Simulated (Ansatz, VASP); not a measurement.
One calculation of Ge, two programs

```
CELL_PARAMETERS angstrom
0.00000 2.82868 2.91354
2.82868 0.00000 2.91354
2.82868 2.82868 0.00000
ATOMIC_POSITIONS crystal
Ge 0.00000 0.00000 0.00000
Ge 0.25000 0.25000 0.25000
```

Change from the starting cell: z stretched by +3 %, ions relaxed.

Alike in both runs: functional PBE; k mesh 14 × 14 × 14; occupations fermi-dirac, width 0.05 eV; no spin polarisation.

Ansatz relaxed the structure, and its values are those at the end. VASP's run is a single point on that final structure, the one shown.

```csv
,VASP,Ansatz
version,VASP 6.6.1,Ansatz 0.2.0
potentials or method,"VASP PAW PBE potentials, release 64 (Ge_d)","plane-wave PAW, scalar-relativistic"
plane-wave cutoff (eV),520,420
valence electrons in the cell,28,28
```

Ansatz gave:

| Quantity | Value |
| --- | --- |
| pressure (GPa) | 1.6 |

**Question.** Which values does VASP return?

**Answer.** Pressure (GPa): 1.5.

Ansatz's warnings: stress scf threshold loose.
